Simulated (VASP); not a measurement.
# BaTiO3 (P4/mmm) in VASP: further runs

Runs on BaTiO3. Level: LDA. Tasks: single point.

Program: VASP 6.6.1. These are calculated values, not measurements. Logs are shortened: lines on timing, memory, paths and dates and some standing lists are left out, and cuts for length are marked.

## (1) The cell of the first run

Symmetry: P4/mmm, No. 123, tetragonal system. The conventional cell has a = 4.000 Å, b = 4.000 Å, c = 4.018 Å, α = 90.00°, β = 90.00°, γ = 90.00°. Ba (site symmetry 4/mmm) has 12 O at 2.83 Å and 8 Ti at 3.47 Å within 3.7 Å. Within 2.6 Å of Ti (site symmetry 4/mmm) lie 6 O at 2.00 to 2.01 Å. Within 2.7 Å of O (site symmetry 4/mmm) lie 2 Ti at 2.01 Å. Within 2.6 Å of O (site symmetry mmm) lie 2 Ti at 2.00 Å.

## (2) Single point, LDA

INCAR

```
SYSTEM = BaTiO3
PREC     = Accurate       ! precision mode
ENCUT    = 520            ! plane-wave cutoff, eV
EDIFF    = 1E-7           ! SCF threshold, eV
ISMEAR   = -1             ! smearing method
SIGMA    = 0.02           ! smearing width, eV
LREAL    = .False.        ! projectors in reciprocal space
LASPH    = .True.         ! aspherical terms in the spheres
NELM     = 80             ! most SCF steps
ALGO     = Normal         ! electronic algorithm
ISIF     = 2              ! what is computed and relaxed
LWAVE    = .False.        ! write WAVECAR
LCHARG   = .True.         ! write CHGCAR
GGA      = CA             ! functional
LELF     = .True.         ! ELF
LVHAR    = .True.       
NBANDS   = 28             ! bands
```

KPOINTS

```
regular mesh
0
Gamma
  6 6 6
  0 0 0
```

POSCAR

```
BaTiO3
1.0
    3.9998000000      0.0000000000      0.0000000000
    0.0000000000      3.9998000000      0.0000000000
    0.0000000000      0.0000000000      4.0180000000
Ba Ti O
1 1 3
Direct
    0.0000000000      0.0000000000      0.0000000000
    0.5000000000      0.5000000000      0.5000000000
    0.5000000000      0.5000000000      0.0000000000
    0.5000000000      0.0000000000      0.5000000000
    0.0000000000      0.5000000000      0.5000000000
```

Potentials or basis: VASP PAW LDA potentials, release 64 (Ba_sv, Ti_sv, O).

The run is started by

```
$ cat potpaw_LDA.64/Ba_sv/POTCAR potpaw_LDA.64/Ti_sv/POTCAR potpaw_LDA.64/O/POTCAR > POTCAR
$ mpirun -np 1 vasp_std > vasp.out
```

OUTCAR:

```text
SYSTEM = BaTiO3
   PREC = Accurate
   ENCUT = 520
   EDIFF = 1E-7
   ISMEAR = -1
   LREAL = .False.
   LASPH = .True.
   NELM = 80
   ISIF = 2
   GGA = CA

 ion  position               nearest neighbor table
   1  0.000  0.000  0.000-   3 2.83   3 2.83   3 2.83   3 2.83   5 2.83   4 2.83   5 2.83   5 2.83
                             5 2.83   4 2.83   4 2.83   4 2.83   2 3.47   2 3.47   2 3.47   2 3.47
   2  0.500  0.500  0.500-   4 2.00   5 2.00   4 2.00   5 2.00   3 2.01   3 2.01   1 3.47   1 3.47
                             1 3.47   1 3.47   1 3.47   1 3.47   1 3.47   1 3.47
   3  0.500  0.500  0.000-   2 2.01   2 2.01   1 2.83   1 2.83   1 2.83   1 2.83
   4  0.500  0.000  0.500-   2 2.00   2 2.00   1 2.83   1 2.83   1 2.83   1 2.83
   5  0.000  0.500  0.500-   2 2.00   2 2.00   1 2.83   1 2.83   1 2.83   1 2.83

  LATTYP: Found a simple tetragonal cell.
 ALAT       =     3.9998000000
 C/A-ratio  =     1.0045502275

  Lattice vectors:

 A1 = (   3.9998000000,   0.0000000000,   0.0000000000)
 A2 = (   0.0000000000,   3.9998000000,   0.0000000000)
 A3 = (   0.0000000000,   0.0000000000,   4.0180000000)

Analysis of symmetry for initial positions (statically):
=====================================================================
 Subroutine PRICEL returns:
 Original cell was already a primitive cell.

 Routine SETGRP: Setting up the symmetry group for a
 simple tetragonal supercell.

 Subroutine GETGRP returns: Found 16 space group operations
 (whereof 16 operations were pure point group operations)
 out of a pool of 16 trial point group operations.

The static configuration has the point symmetry D_4h.

Analysis of symmetry for dynamics (positions and initial velocities):
=====================================================================
 Subroutine PRICEL returns:
 Original cell was already a primitive cell.

 Routine SETGRP: Setting up the symmetry group for a
 simple tetragonal supercell.

 Subroutine GETGRP returns: Found 16 space group operations
 (whereof 16 operations were pure point group operations)
 out of a pool of 16 trial point group operations.

The dynamic configuration has the point symmetry D_4h.

 Subroutine INISYM returns: Found 16 space group operations
 (whereof 16 operations are pure point group operations),
 and found     1 'primitive' translations

----------------------------------------------------------------------------------------

                                     Primitive cell

  volume of cell :      64.2816

  direct lattice vectors                    reciprocal lattice vectors
     3.999800000  0.000000000  0.000000000     0.250012501  0.000000000  0.000000000
     0.000000000  3.999800000  0.000000000     0.000000000  0.250012501  0.000000000
     0.000000000  0.000000000  4.018000000     0.000000000  0.000000000  0.248880040

  length of vectors
     3.999800000  3.999800000  4.018000000     0.250012501  0.250012501  0.248880040

  position of ions in fractional coordinates (direct lattice)
     0.000000000  0.000000000  0.000000000
     0.500000000  0.500000000  0.500000000
     0.500000000  0.500000000  0.000000000
     0.500000000  0.000000000  0.500000000
     0.000000000  0.500000000  0.500000000

  ion indices of the primitive-cell ions
   primitive index   ion index
                 1           1
                 2           2
                 3           3
                 4           4
                 5           5

----------------------------------------------------------------------------------------

 KPOINTS: regular mesh

Automatic generation of k-mesh.
 Grid dimensions read from file:
 generate k-points for:    6    6    6

 Generating k-lattice:

  Cartesian coordinates                     Fractional coordinates (reciprocal lattice)
     0.041668750  0.000000000  0.000000000     0.166666667  0.000000000  0.000000000
     0.000000000  0.041668750  0.000000000     0.000000000  0.166666667  0.000000000
     0.000000000  0.000000000  0.041480007     0.000000000  0.000000000  0.166666667

  Length of vectors
     0.041668750  0.041668750  0.041480007

  Shift w.r.t. Gamma in fractional coordinates (k-lattice)
     0.000000000  0.000000000  0.000000000

 Subroutine IBZKPT returns following result:
 ===========================================

 Found     40 irreducible k-points:

 Following reciprocal coordinates:
            Coordinates               Weight
  0.000000  0.000000  0.000000      1.000000
  0.166667  0.000000  0.000000      4.000000
  0.333333  0.000000  0.000000      4.000000
  0.500000  0.000000  0.000000      2.000000
  0.166667  0.166667  0.000000      4.000000
  0.333333  0.166667  0.000000      8.000000
[... 16 lines left out ...]
  0.333333  0.000000  0.333333      8.000000
  0.500000  0.000000  0.333333      4.000000
 [... further k-points ...]
   k-points           NKPTS =     40   k-points in BZ     NKDIM =     40   number of bands    NBANDS=     28
   number of dos      NEDOS =    301   number of ions     NIONS =      5
   total plane-waves  NPLWV =  27000
   dimension x,y,z NGX =    30 NGY =   30 NGZ =   30
   dimension x,y,z NGXF=    60 NGYF=   60 NGZF=   60
   ions per type =               1   1   3
   NGX,Y,Z   is equivalent  to a cutoff of  12.47, 12.47, 12.41 a.u.
   NGXF,Y,Z  is equivalent  to a cutoff of  24.94, 24.94, 24.83 a.u.
 SYSTEM =  BaTiO3
   PREC   = accura    normal or accurate (medium, high low for compatibility)
   ISTART =      0    job   : 0-new  1-cont  2-samecut
   ICHARG =      2    charge: 1-file 2-atom 10-const
   ISPIN  =      1    spin polarized calculation?
   LNONCOLLINEAR =      F non collinear calculations
   LSORBIT =      F    spin-orbit coupling
   LASPH  =      T    aspherical Exc in radial PAW
   ENCUT  =  520.0 eV  38.22 Ry    6.18 a.u.   7.44  7.44  7.47*2*pi/ulx,y,z
   NELM   =     80;   NELMIN=  2; NELMDL= -5     # of ELM steps
   EDIFF  = 0.1E-06   stopping-criterion for ELM
   LREAL  =      F    real-space projection
   EDIFFG = 0.1E-05   stopping-criterion for IOM
   NSW    =      0    number of steps for IOM
   IBRION =     -1    ionic relax: 0-MD 1-quasi-New 2-CG
   NFREE  =      0    steps in history (QN), initial steepest desc. (CG)
   ISIF   =      2    stress and relaxation
   ISYM   =      2    0-nonsym 1-usesym 2-fastsym
   POTIM  = 0.5000    time-step for ionic-motion
   TEBEG  =    0.0;   TEEND  =   0.0 temperature during run
   PSTRESS=    0.0 pullay stress
   NELECT =      40.0000    total number of electrons
   NUPDOWN=      -1.0000    fix difference up-down
   EMIN   =  10.00;   EMAX   =-10.00  energy-range for DOS
   EFERMI =   0.00;   METHOD = LEGACY
   ISMEAR =    -1;   SIGMA  =   0.02  broadening in eV -4-tet -1-fermi 0-gaus
   EFERMI_NEDOS =   21; number of points for ismear=-14 and -15
   IALGO  =     38    algorithm
   IMIX   =      4    mixing-type and parameters
     AMIX     =   0.40;   BMIX     =  1.00
     AMIX_MAG =   1.60;   BMIX_MAG =  1.00
  volume/ion in A,a.u.               =      12.86        86.76
  Fermi-wavevector in a.u.,A,eV,Ry     =   1.397653  2.641181 26.578078  1.953434
  Thomas-Fermi vector in A             =   2.520888
   LORBIT       =      0    0 simple, 1 ext, 2 COOP (PROOUT), +10 PAW based schemes
   GGA     = CA    functional components
   LHFCALC =     F    Hartree Fock is set to
   AEXX    =    0.0000 exact exchange contribution
   IVDW    =     0    specifies the selected vdW correction
   LEPSILON=     F    determine dielectric tensor
   LRPA    =     F    only Hartree local field effects (RPA)
 non-spin polarized calculation
  energy-cutoff  :      520.00
  volume of cell :       64.28
 maximum number of plane-waves:      1751
 NGX is ok and might be reduce to    30
   NGX = 15   NGY = 15   NGZ = 15

 number of electron      39.9999976 magnetization

 Free energy of the ion-electron system (eV)
  ---------------------------------------------------
  ext. energy  EPLUGINS =         0.00000000
  ---------------------------------------------------
  free energy    TOTEN  =       -44.09721855 eV

  energy without entropy =      -44.09721855  energy(sigma->0) =      -44.09721855

 E-fermi :   3.9079     XC(G=0): -11.7246

 val. band max:        3.5102743664   @ k =   0.5000   0.5000   0.5000
 cond. band min:       5.1519653627   @ k =   0.0000   0.0000   0.0000
 fundamental gap:      1.6416909963
 Fermi energy:         3.9078803030

 k-point     1 :       0.0000    0.0000    0.0000
  band No.  band energies     occupation
      1     -52.3937      2.00000
      2     -29.0075      2.00000
      3     -29.0075      2.00000
      4     -29.0049      2.00000
      5     -21.1584      2.00000
      6     -13.0723      2.00000
[... 20 lines left out ...]
     27       8.4148      0.00000
     28      10.6752      0.00000

 k-point     2 :       0.1667    0.0000    0.0000
  band No.  band energies     occupation
      1     -52.3935      2.00000
      2     -29.0211      2.00000
      3     -29.0069      2.00000
      4     -29.0044      2.00000
      5     -21.1282      2.00000
      6     -13.0936      2.00000
[... 20 lines left out ...]
     27       8.9436      0.00000
     28      11.3367      0.00000

 k-point     3 :       0.3333    0.0000    0.0000
  band No.  band energies     occupation
      1     -52.3929      2.00000
      2     -29.0482      2.00000
      3     -29.0058      2.00000
      4     -29.0033      2.00000
      5     -21.0665      2.00000
      6     -13.2267      2.00000
[... 20 lines left out ...]
     27      10.2030      0.00000
     28      11.7209      0.00000

 k-point     4 :       0.5000    0.0000    0.0000
  band No.  band energies     occupation
      1     -52.3926      2.00000
      2     -29.0617      2.00000
      3     -29.0053      2.00000
      4     -29.0027      2.00000
      5     -21.0350      2.00000
      6     -13.3164      2.00000
[... 578 lines left out ...]
     27      10.7116      0.00000
     28      12.1472      0.00000

 k-point    23 :       0.3333    0.0000    0.3333
  band No.  band energies     occupation
      1     -52.3922      2.00000
      2     -29.0459      2.00000
      3     -29.0410      2.00000
      4     -29.0043      2.00000
      5     -21.0014      2.00000
      6     -12.9559      2.00000
[... 20 lines left out ...]
     27      11.8998      0.00000
     28      12.0554      0.00000

 k-point    24 :       0.5000    0.0000    0.3333
  band No.  band energies     occupation
      1     -52.3919      2.00000
      2     -29.0590      2.00000
      3     -29.0401      2.00000
      4     -29.0038      2.00000
      5     -20.9783      2.00000
      6     -12.8967      2.00000
[... 20 lines left out ...]
     27      11.6241      0.00000
     28      12.9022      0.00000

 [... further k-points ...]
[... 5 lines left out ...]
  --------------------------------------------------------------------------------------
  -------------------------------------------------------------------------------------
  Total       -2.7998878     -2.7998878     -3.1349744      0.0000000      0.0000000      0.0000000
  in kB      -69.7854245    -69.7854245    -78.1372465      0.0000000      0.0000000      0.0000000
  external PRESSURE =     -72.5693652 kB  Pullay stress =       0.0000000 kB

 VOLUME and BASIS-vectors are now :
 -----------------------------------------------------------------------------
  energy-cutoff  :      520.00
  volume of cell :       64.28
      direct lattice vectors                 reciprocal lattice vectors
     3.999800000  0.000000000  0.000000000     0.250012501  0.000000000  0.000000000
     0.000000000  3.999800000  0.000000000     0.000000000  0.250012501  0.000000000
     0.000000000  0.000000000  4.018000000     0.000000000  0.000000000  0.248880040

 POSITION                                       TOTAL-FORCE (eV/Angst)
 -----------------------------------------------------------------------------------
      0.00000      0.00000      0.00000         0.000000      0.000000      0.000000
      1.99990      1.99990      2.00900         0.000000      0.000000      0.000000
      1.99990      1.99990      0.00000         0.000000      0.000000      0.000000
      1.99990      0.00000      2.00900         0.000000      0.000000      0.000000
      0.00000      1.99990      2.00900         0.000000      0.000000      0.000000
 -----------------------------------------------------------------------------------
    total drift:                                0.000000      0.000000     -0.000000

  FREE ENERGIE OF THE ION-ELECTRON SYSTEM (eV)
  ---------------------------------------------------
  free  energy   TOTEN  =       -44.0972185479 eV

  energy  without entropy=      -44.0972185479  energy(sigma->0) =      -44.09721855
```

Run time: 43 s. Hardware: 1 thread of Intel Xeon Platinum 8488C (Sapphire Rapids), shared host; peak memory 0.2 GiB.

Results:

* Free energy: -44.0972 eV
* Pressure: -7.3 GPa
* Band gap on the k mesh: 1.64 eV, indirect (least direct gap 1.79 eV)

Stress tensor (GPa, compression positive):
```
-6.98  0.00  0.00
 0.00 -6.98  0.00
 0.00  0.00 -7.81
```

Caveat: spin-orbit coupling is left out, which moves the levels of the heavy elements. A hybrid or GW would open this gap; LDA tends to underestimate it.

## (3) Single point, LDA

INCAR

```
PREC = Accurate
ENCUT = 520
EDIFF = 1E-6
ISMEAR = -1
SIGMA = 0.02
LREAL = F
LASPH = T
NELM = 100
ALGO = Normal
ISIF = 2
LWAVE = F
LCHARG = F
NBANDS = 28
```

KPOINTS

```
Automatic mesh
0
Gamma
  6 6 6
```

POSCAR is that of step 2.

Potentials or basis: VASP PAW LDA potentials, release 64 (Ba_sv, Ti_sv, O).

The run is started by

```
$ cat potpaw_LDA.64/Ba_sv/POTCAR potpaw_LDA.64/Ti_sv/POTCAR potpaw_LDA.64/O/POTCAR > POTCAR
$ mpirun -np 1 vasp_std > vasp.out
```

It took 38 s on 1 thread of Intel Xeon Platinum 8488C (Sapphire Rapids), shared host; peak memory 0.19 GiB.

Results (log left out):

```yaml
Free_energy: -44.0972 eV
Pressure: -7.3 GPa
Band_gap_on_the_k_mesh: 1.64 eV, indirect (least direct gap 1.79 eV)
```

Stress tensor (GPa, compression positive):
```
-7.03  0.00  0.00
 0.00 -7.03  0.00
 0.00  0.00 -7.87
```

Levels at points of the mesh, in eV from the valence-band top:
```
           k point  band 17  band 18  band 19  band 20  band 21  band 22  band 23  band 24
(0.00, 0.00, 0.00)    -1.11    -0.15    -0.15    -0.15     1.64     1.64     1.65     3.90
(0.50, 0.00, 0.00)    -1.88    -1.88    -0.73    -0.73     1.81     3.45     3.45     3.92
(0.50, 0.50, 0.00)    -1.74    -0.85    -0.85    -0.09     3.46     3.46     3.87     4.74
(0.00, 0.00, 0.50)    -1.83    -1.83    -0.73    -0.73     1.81     3.41     3.41     3.95
(0.50, 0.00, 0.50)    -1.74    -0.89    -0.89    -0.10     3.42     3.46     3.85     4.78
(0.50, 0.50, 0.50)    -2.41    -0.01    -0.01     0.00     4.11     4.11     4.13     6.63
```

Caveat: spin-orbit coupling is left out, which moves the levels of the heavy elements. A k mesh can miss the band edges.
